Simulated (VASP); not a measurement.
Set up this calculation in VASP 6.6.1, as the native input.

* Task: single point
* Functional: PBE
* Potentials or basis: VASP PAW PBE potentials, release 64 (Si, C)
* Cutoff: 520 eV
* k mesh: 12 × 12 × 6
* Occupations: gaussian, width 0.05 eV
* Spin: no spin polarisation
* Dipole correction: no
* Further INCAR settings: ALGO = Normal; EDIFF = 1e-06; NBANDS = 16

The structure of SiC lies in POSCAR:

```
SiC
1.0
    3.0759982064      0.0000000000      0.0000000000
   -1.5379991032      2.6638925888      0.0000000000
    0.0000000000      0.0000000000      5.0480000000
Si C
2 2
Direct
    0.3051790450      0.6103580900      0.0000000000
    0.6948209550      0.3896419100      0.5000000000
    0.3590300981      0.7180601962      0.3850000000
    0.6409699019      0.2819398038      0.8850000000
```

This cell differs from its parent crystal: atoms displaced along a vibrational mode.

One way to write it, as run:

INCAR

```
SYSTEM = SiC
  PREC = Accurate
  ENCUT = 520
  EDIFF = 1E-6
  ISMEAR = 0
  SIGMA = 0.05
  LREAL = .False.
  LASPH = .True.
  NELM = 100
  ALGO = Normal
  ISIF = 2
  LWAVE = .False.
  LCHARG = .False.
  GGA = PE
  NBANDS = 16
```

KPOINTS

```
regular mesh
0
Gamma
  12 12 6
  0 0 0
```

Potentials or basis: VASP PAW PBE potentials, release 64 (Si, C).

Launch:

```bash
$ cat potpaw_PBE.64/Si/POTCAR potpaw_PBE.64/C/POTCAR > POTCAR
$ mpirun -np 1 vasp_std > vasp.out
```

It gave:

```yaml
Pressure: 3.1 GPa
Largest_force: 1.245 eV/Å
Band_gap_on_the_k_mesh: 2.06 eV (least direct gap 3.97 eV)
```

Caveat: the cell differs from its parent crystal (atoms displaced along a vibrational mode); the cell stands under pressure; forces of over 1 eV/Å act on the atoms, so gaps and moduli don't describe the material at rest.

It took 64 s on 1 thread of Intel(R) Xeon(R) Platinum 8259CL CPU @ 2.50GHz (Skylake/Cascade Lake) (shared host), peak memory 0.22 GiB.
